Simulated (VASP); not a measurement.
# Nb (R-3m) in VASP: notebook, part 2 of 2

VASP 6.6.1. Earlier steps stand in the parts before.

## Step 4: Electric field gradients, PBEsol (shortest bond scaled by 0.64)

The input, INCAR:

```
PREC     = Accurate       # precision mode
ENCUT    = 520            # plane-wave cutoff, eV
EDIFF    = 1E-8           # SCF threshold, eV
ISMEAR   = -1             # smearing method
SIGMA    = 0.05           # smearing width, eV
LREAL    = False          # projectors in reciprocal space
LASPH    = True           # aspherical terms in the spheres
NELM     = 100            # most SCF steps
ALGO     = Normal         # electronic algorithm
ISIF     = 2              # what is computed and relaxed
LWAVE    = False          # write WAVECAR
LCHARG   = False          # write CHGCAR
GGA      = PS             # functional
LEFG     = True         
NBANDS   = 20             # bands
```

The input, KPOINTS:

```
regular mesh
0
Gamma
  9 9 9
```

The input, POSCAR:

```
Nb
1.0
    0.0000000000      2.8296800281      2.8296800281
    2.8296800281      0.0000000000      2.8296800281
    2.8296800281      2.8296800281      0.0000000000
Nb
2
Direct
   -0.2600000000     -0.0800000000     -0.0800000000
    0.2600000000      0.0800000000      0.0800000000
```

Potentials or basis: VASP PAW PBE potentials, release 64 (Nb_sv).

Started as:

```
cat potpaw_PBE.64/Nb_sv/POTCAR > POTCAR
mpirun -np 1 vasp_std > vasp.out
```

OUTCAR:

```text
PREC = Accurate
   ENCUT = 520
   EDIFF = 1E-8
   ISMEAR = -1
   LREAL = False
   LASPH = True
   NELM = 100
   ISIF = 2
   GGA = PS

 ion  position               nearest neighbor table
   1  0.740  0.920  0.920-   2 1.57   2 2.87   2 2.87   2 2.87
   2  0.260  0.080  0.080-   1 1.57   1 2.87   1 2.87   1 2.87

  LATTYP: Found a face centered cubic cell.
 ALAT       =     5.6593600562

  Lattice vectors:

 A1 = (   0.0000000000,   2.8296800281,   2.8296800281)
 A2 = (   2.8296800281,   0.0000000000,   2.8296800281)
[... 765 lines left out ...]
  FREE ENERGIE OF THE ION-ELECTRON SYSTEM (eV)
  ---------------------------------------------------
  free  energy   TOTEN  =        -6.0486824306 eV

  energy  without entropy=       -6.0286678133  energy(sigma->0) =       -6.03867512

 Electric field gradients (V/A^2)
---------------------------------------------------------------------
 ion       V_xx      V_yy      V_zz      V_xy      V_xz      V_yz
---------------------------------------------------------------------
   1       0.000    -0.000    -0.000   211.279   211.279  -211.280
   2       0.000    -0.000    -0.000   211.279   211.279  -211.280
---------------------------------------------------------------------

 Electric field gradients after diagonalization (V/A^2)
 (convention: |V_zz| > |V_xx| > |V_yy|)
----------------------------------------------------------------------
 ion       V_xx      V_yy      V_zz     asymmetry (V_yy - V_xx)/ V_zz
----------------------------------------------------------------------
   1     211.280   211.279  -422.559       0.000
   2     211.280   211.279  -422.559       0.000
----------------------------------------------------------------------

           NMR quadrupolar parameters

 Cq : quadrupolar parameter    Cq=e*Q*V_zz/h
 eta: asymmetry parameters     (V_yy - V_xx)/ V_zz
 Q  : nuclear electric quadrupole moment in mb (millibarn)
----------------------------------------------------------------------
 ion       Cq(MHz)       eta       Q (mb)
----------------------------------------------------------------------
   1      -1.022       0.000       1.000
   2      -1.022       0.000       1.000
----------------------------------------------------------------------
```

OSZICAR:

```text
N       E                     dE             d eps       ncg     rms          rms(c)
DAV:   1     0.343013981924E+03    0.34301E+03   -0.15163E+04  3408   0.133E+03
DAV:   2     0.214898161938E+02   -0.32152E+03   -0.30899E+03  3700   0.539E+02
DAV:   3    -0.840761018349E+01   -0.29897E+02   -0.29027E+02  6440   0.125E+02
DAV:   4    -0.922602008805E+01   -0.81841E+00   -0.81298E+00  4696   0.218E+01
DAV:   5    -0.925881421516E+01   -0.32794E-01   -0.32753E-01  5524   0.405E+00    0.619E+01
DAV:   6    -0.616560140457E+01    0.30932E+01   -0.99841E+00  4712   0.298E+01    0.358E+01
DAV:   7    -0.605534584184E+01    0.11026E+00   -0.15325E+00  4912   0.115E+01    0.765E+00
DAV:   8    -0.604972044729E+01    0.56254E-02   -0.11655E-01  5664   0.388E+00    0.933E-01
DAV:   9    -0.604872806638E+01    0.99238E-03   -0.11746E-02  5388   0.105E+00    0.190E-01
DAV:  10    -0.604870236038E+01    0.25706E-04   -0.14787E-03  5536   0.352E-01    0.675E-02
DAV:  11    -0.604868412809E+01    0.18232E-04   -0.11744E-04  5244   0.148E-01    0.165E-02
DAV:  12    -0.604868283437E+01    0.12937E-05   -0.29167E-05  5412   0.578E-02    0.934E-03
DAV:  13    -0.604868247843E+01    0.35594E-06   -0.39713E-06  5392   0.261E-02    0.247E-03
DAV:  14    -0.604868238665E+01    0.91780E-07   -0.21284E-07  4708   0.403E-03    0.972E-04
DAV:  15    -0.604868242236E+01   -0.35714E-07   -0.22173E-08  3348   0.226E-03    0.280E-04
DAV:  16    -0.604868243057E+01   -0.82073E-08   -0.48386E-09  2632   0.761E-04
   1 F= -.60486824E+01 E0= -.60386751E+01  d E =-.200146E-01
```

Wall time 2.5 min (1 thread of Intel Xeon 8259CL, shared host); peak memory 0.21 GiB.

Results:

| Item | Value |
| --- | --- |
| Free energy | -6.0487 eV |
| Pressure | 116.2 GPa |
| Largest force | 60.324 eV/Å |
| Band gap on the k mesh | zero (bands 13 and 14 overlap by 1.30 eV) |
| Largest electric field gradient by atom | Nb -422.6 V/Å² |

Forces in eV/Å, atoms in the order of the input:
```
Nb  -34.828  34.828  34.828
Nb   34.828 -34.828 -34.828
```

Stress tensor (GPa, compression positive):
```
 116.24 -115.17 -115.17
-115.17  116.24  115.17
-115.17  115.17  116.24
```

Levels at points of the mesh, in eV from the Fermi level:
| k point | band 9 | band 10 | band 11 | band 12 | band 13 | band 14 | band 15 | band 16 | band 17 | band 18 |
| --- | --- | --- | --- | --- | --- | --- | --- | --- | --- | --- |
| (0.00, 0.00, 0.00) | -4.90 | -2.14 | -2.14 | -1.11 | -1.11 | 1.08 | 3.54 | 3.54 | 4.50 | 6.71 |

Electric field gradients, principal values (V/Å²):
```tsv
atom	least	middle	greatest (by size)
1 Nb	211.279	211.280	-422.559
2 Nb	211.279	211.280	-422.559
```

Caveat: the cell differs from its parent crystal (shortest bond scaled by 0.64); atoms lie so close that the PAW spheres overlap strongly, which falsifies energies and pressures; the cell stands under pressure; without QUAD_EFG the Cq values of the log hold for a quadrupole moment of 1 mb, not for the nuclei; the PAW data sets were made with another functional, which shifts forces and pressure a little.
